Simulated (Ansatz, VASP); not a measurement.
# Two plane-wave programs on Ru16CO

INCAR

```
SYSTEM = Ru16CO
PREC = Accurate
ENCUT = 520
EDIFF = 1E-6
ISMEAR = 0
SIGMA = 0.1
LREAL = Auto
LASPH = .True.
NELM = 100
ALGO = Normal
ISIF = 2
LWAVE = .False.
LCHARG = .False.
LDIPOL = .True.
IDIPOL = 3
DIPOL = 0.5 0.5 0.320
GGA = PE
NBANDS = 132
```

Contents of KPOINTS:

```
Automatic mesh
0
Gamma
  6 6 1
  0 0 0
```

Contents of POSCAR:

```
Ru16CO
1.0
    5.4400501759      0.0000000000      0.0000000000
   -2.7200250880      4.7112216502      0.0000000000
    0.0000000000      0.0000000000     24.3659169780
Ru C O
16 1 1
Direct
    0.3333333333      0.1666666667      0.1641637376
    0.3333333333      0.6666666667      0.1641637376
    0.8333333333      0.1666666667      0.1641637376
    0.8333333333      0.6666666667      0.1641637376
    0.1666666667      0.3333333333      0.2523354552
    0.1666666667      0.8333333333      0.2523354552
    0.6666666667      0.3333333333      0.2523354552
    0.6666666667      0.8333333333      0.2523354552
    0.3333333333      0.1666666667      0.3401874899
    0.3333333333      0.6666666667      0.3401874899
    0.8333333333      0.1666666667      0.3401874899
    0.8333333333      0.6666666667      0.3401874899
    0.1666666667      0.3333333333      0.4254269186
    0.1666666667      0.8333333333      0.4254269186
    0.6666666667      0.3333333333      0.4254269186
    0.6666666667      0.8333333333      0.4254269186
    0.4166666667      0.8333333333      0.4997110098
    0.5232833303      1.0465666607      0.5235147518
```

Input for Ansatz:

```yaml
crystal:
  lattice:
    - [5.4400501759, 0.0, 0.0]
    - [-2.720025088, 4.7112216502, 0.0]
    - [0.0, 0.0, 24.365916978]
  atoms:
    - { symbol: Ru, position: [0.3333333333, 0.1666666667, 0.1641637376] }
    - { symbol: Ru, position: [0.3333333333, 0.6666666667, 0.1641637376] }
    - { symbol: Ru, position: [0.8333333333, 0.1666666667, 0.1641637376] }
    - { symbol: Ru, position: [0.8333333333, 0.6666666667, 0.1641637376] }
    - { symbol: Ru, position: [0.1666666667, 0.3333333333, 0.2523354552] }
    - { symbol: Ru, position: [0.1666666667, 0.8333333333, 0.2523354552] }
    - { symbol: Ru, position: [0.6666666667, 0.3333333333, 0.2523354552] }
    - { symbol: Ru, position: [0.6666666667, 0.8333333333, 0.2523354552] }
    - { symbol: Ru, position: [0.3333333333, 0.1666666667, 0.3401874899] }
    - { symbol: Ru, position: [0.3333333333, 0.6666666667, 0.3401874899] }
    - { symbol: Ru, position: [0.8333333333, 0.1666666667, 0.3401874899] }
    - { symbol: Ru, position: [0.8333333333, 0.6666666667, 0.3401874899] }
    - { symbol: Ru, position: [0.1666666667, 0.3333333333, 0.4254269186] }
    - { symbol: Ru, position: [0.1666666667, 0.8333333333, 0.4254269186] }
    - { symbol: Ru, position: [0.6666666667, 0.3333333333, 0.4254269186] }
    - { symbol: Ru, position: [0.6666666667, 0.8333333333, 0.4254269186] }
    - { symbol: C, position: [0.4166666667, 0.8333333333, 0.4997110098] }
    - { symbol: O, position: [0.5232833303, 1.0465666607, 0.5235147518] }
basis:
  ecutwfc: 420
kpoints:
  mp_grid: { grid: [6, 6, 1] }
hamiltonian:
  xc: pbe
scf:
  occupations: { method: gaussian, width: 0.1 }
output:
  forces: true
  eigenvalues: true
efield:
  axis: 3
  dipole_correction: true
  ramp_width: 0.04
```

Alike in both runs: task single point; functional PBE; k mesh 6 × 6 × 1; occupations gaussian, width 0.1 eV; no spin polarisation.

|  | VASP | Ansatz |
| --- | --- | --- |
| version | VASP 6.6.1 | Ansatz 0.2.0 |
| potentials or method | VASP PAW PBE potentials, release 64 (Ru_pv, C, O), cutoff 520 eV | scalar-relativistic, plane waves, PAW |
| valence electrons in the cell | 234 | 266 |

Ansatz gave:

```
gap on the k mesh at the Fermi level (eV) : none
rms of the force components (eV/Å)        : 0.610
```

**Question.** What did VASP give for the same quantities?

**Answer.** gap on the k mesh at the Fermi level (eV): none; rms of the force components (eV/Å): 0.720.

Atom by atom the forces differ by 0.153 eV/Å (rms over components). A gap of «none» marks a metal or a gap that the smearing closes. The functional is the same, so the differences come from potentials, cutoffs and numerics. VASP's potentials hold 234 valence electrons a cell and Ansatz's 266, so a difference there can come from the potentials and not from the codes.

Noted on VASP's run: the standard files for N, O and F lose accuracy on very short bonds.
